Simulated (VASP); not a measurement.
CoO: single point with LDA

Crystal: CoO.

```
CELL_PARAMETERS angstrom
0.00000 2.08799 2.08799
2.08799 0.00000 2.08799
2.08799 2.08799 0.00000
ATOMIC_POSITIONS crystal
Co 0.00000 0.00000 0.00000
O 0.50000 0.50000 0.50000
```

| Property | Result |
| --- | --- |
| Program | VASP 6.6.1 |
| Task | single point |
| Functional | LDA |
| Potentials or basis | VASP PAW LDA potentials, release 64 (Co, O) |
| Cutoff | 520 eV |
| k mesh | 11 × 11 × 11 |
| Occupations | fermi-dirac, width 0.05 eV |
| Spin | collinear spin, ferromagnetic start |
| Starting moments | [2.0, 0.0] μB |

| Item | Value |
| --- | --- |
| Pressure | -14.6 GPa |
| Net moment | 2.34 μB per cell |
| Site moments | Co +2.08; O +0.21 μB |
| Valence electrons inside the program's atomic spheres | Co 7.97; O 4.94 |

Levels at points of the mesh, in eV from the Fermi level:
Spin up:
```
           k point  band 7  band 8  band 9  band 10  band 11  band 12
(0.00, 0.00, 0.00)   -2.85   -2.79   -2.79     1.30    16.81    18.48
```
Spin down:
```
           k point  band 4  band 5  band 6  band 7  band 8  band 9
(0.00, 0.00, 0.00)   -3.20   -1.26   -1.26   -1.26   -0.61   -0.61
```

Wall time 65 s on 1 thread of Intel Xeon 8259CL, with other jobs on the host, peak memory 0.16 GiB.

Caveat: the cell stands under tension; a cell with one magnetic atom can't hold antiferromagnetic order, which such compounds often take; semilocal functionals often make such compounds metallic where correlation or magnetic order opens a gap, which also shifts bond lengths. With open d or f shells a metallic result of LDA can be an artefact of self-interaction; +U or a hybrid may open a gap.
